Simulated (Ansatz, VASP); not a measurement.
**Two plane-wave programs on Mg**

```xyz
1
Lattice="2.8063 0.0000 0.0000 -1.4031 2.4303 0.0000 0.0000 0.0000 2.9230" Properties=species:S:1:pos:R:3 pbc="T T T"
Mg    0.0000    0.0000    0.0000
```

Change from the starting cell: strain -0.080 along x and y, -0.040 along z, atoms carried along.

Alike in both runs: task single point; functional PBE; k mesh 18 × 18 × 16; occupations gaussian, width 0.15 eV; no spin polarisation.

```csv
,VASP,Ansatz
version,VASP 6.6.1,Ansatz 0.2.0
potentials or method,"VASP PAW PBE potentials, release 64 (Mg), cutoff 520 eV","scalar-relativistic, plane waves, PAW"
valence electrons in the cell,2,10
```

|  | VASP | Ansatz | Ansatz less VASP |
| --- | --- | --- | --- |
| gap on the k mesh at the Fermi level (eV) | none | none | - |
| pressure (GPa) | 12.0 | 12.0 | +0.02 |
| traceless stress, the component that is largest in VASP (GPa) | -6.98 | -6.94 | +0.047 |

A gap of «none» marks a metal or a gap that the smearing closes. The functional is the same, so the differences come from potentials, cutoffs and numerics. VASP's potentials hold 2 valence electrons a cell and Ansatz's 10, so a difference there can come from the potentials and not from the codes.
